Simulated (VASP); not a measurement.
A run of VASP 6.6.1 is set up as follows.

Contents of INCAR:

```
ALGO = Normal ; EDIFF = 1E-7
ENCUT = 520 ; GGA = PS
ISIF = 2 ; ISMEAR = -1
LASPH = True ; LCHARG = False
LREAL = False ; LWAVE = False
NBANDS = 16 ; NELM = 100
PREC = Accurate ; SIGMA = 0.01
```

The input KPOINTS:

```
k-points
0
Gamma
  7 7 7
```

POSCAR

```
ZrH3
1.0
    3.2463867754      0.0000000000      0.0000000000
    0.0000000000      3.2463867754      0.0000000000
    0.0000000000      0.0000000000      3.2463867754
Zr H
1 3
Direct
    0.0000000000      0.0000000000      0.0000000000
    0.0000000000      0.5000000000      0.5000000000
    0.5000000000      0.0000000000      0.5000000000
    0.5000000000      0.5000000000      0.0000000000
```

Potentials or basis: VASP PAW PBE potentials, release 64 (Zr_sv, H).

Run with:

```console
$ cat potpaw_PBE.64/Zr_sv/POTCAR potpaw_PBE.64/H/POTCAR > POTCAR
$ mpirun -np 1 vasp_std > vasp.out
```

(1) Estimate the pressure.

Answers

(1) -15.7 GPa.

Caveat: the PAW data sets were made with another functional, which shifts forces and pressure a little.
